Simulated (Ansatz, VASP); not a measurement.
# TaN: VASP beside Ansatz

```xyz
6
Lattice="5.1910 0.0000 0.0000 -2.5955 4.4955 0.0000 0.0000 0.0000 2.9080" Properties=species:S:1:pos:R:3 pbc="T T T"
Ta    0.0000    0.0000    0.0000
Ta    0.0000    2.9970    1.4540
Ta    2.5955    1.4985    1.4540
N     2.5955    0.0000    0.0000
N    -1.2977    2.2478    0.0000
N     1.2977    2.2478    0.0000
```

Alike in both runs: task single point; functional BLYP; k mesh 6 × 6 × 9; no spin polarisation.

```csv
,VASP,Ansatz
version,VASP 6.6.1,Ansatz 0.2.0
potentials or method,"VASP PAW PBE potentials, release 64 (Ta_pv, N), cutoff 600 eV","plane waves, PAW"
occupations,"methfessel-paxton of order 1, width 0.1 eV",cold
valence electrons in the cell,48,54
```

VASP gave:

```
pressure (GPa)                                                : 22.0
traceless stress, the component that is largest in VASP (GPa) : 1.59
```

Question: What did Ansatz give for the same quantities?

Answer: Pressure (GPa): 20.0; traceless stress, the component that is largest in VASP (GPa): 0.87.

VASP's potentials were made for PBE, not for BLYP. VASP's potentials hold 48 valence electrons a cell and Ansatz's 54, so a difference there can come from the potentials and not from the codes.

Neither program's run includes spin-orbit coupling.
